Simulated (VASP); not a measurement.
Write the native input for VASP 6.6.1 that does the following.

- Task: relaxation of cell and atoms
- Functional: PBEsol
- Potentials or basis: VASP PAW PBE potentials, release 64 (Si, Ni)
- Cutoff: 600 eV
- k mesh: 6 × 6 × 6
- Occupations: gaussian, width 0.1 eV
- Spin: no spin polarisation
- Dipole correction: no
- Further INCAR settings: ALGO = Normal; EDIFF = 1e-07; IBRION = 2; EDIFFG = -0.05; NSW = 100; ISIF = 3

The structure of SiNi3 lies in POSCAR:

```
SiNi3
1.0
    3.5420000000      0.0000000000      0.0000000000
    0.0000000000      3.5420000000      0.0000000000
    0.0000000000      0.0000000000      3.5420000000
Si Ni
1 3
Direct
    0.0000000000      0.0000000000      0.0000000000
    0.0000000000      0.5000000000      0.5000000000
    0.5000000000      0.0000000000      0.5000000000
    0.5000000000      0.5000000000      0.0000000000
```

These files were run (other wordings do the same):

INCAR

```
SYSTEM = SiNi3
PREC = Accurate
ENCUT = 600
EDIFF = 1E-7
ISMEAR = 0
SIGMA = 0.1
LREAL = .False.
LASPH = .True.
NELM = 80
ALGO = Normal
ISIF = 3
LWAVE = .False.
LCHARG = .False.
GGA = PS
IBRION = 2
NSW = 100
EDIFFG = -0.05
```

KPOINTS

```
Automatic mesh
0
Gamma
  6 6 6
  0 0 0
```

Potentials or basis: VASP PAW PBE potentials, release 64 (Si, Ni).

Run with:

```console
$ cat potpaw_PBE.64/Si/POTCAR potpaw_PBE.64/Ni/POTCAR > POTCAR
$ mpirun -np 1 vasp_std > vasp.out
```

It gave:

- Relaxed volume: 10.38 Å³/atom
- Relaxed cell: a = 3.463 Å, b = 3.463 Å, c = 3.463 Å, α = 90.00°, β = 90.00°, γ = 90.00°
- Space group after relaxing (to 0.05 Å): Pm-3m (No. 221)
- Energy gained by relaxing: 34.6 meV/atom
- Ionic steps: 3
- Pressure after relaxing: -0.2 GPa
- Band gap on the k mesh: zero (band 17 reaches 11.11 eV, above the bottom of band 18 at 10.86 eV)

Caveat: the PAW data sets were made with another functional, which shifts forces and pressure a little.

Run time: 37 s on 1 thread of Intel(R) Xeon(R) 6975P-C (Granite Rapids), on a shared host, peak memory 0.17 GiB.
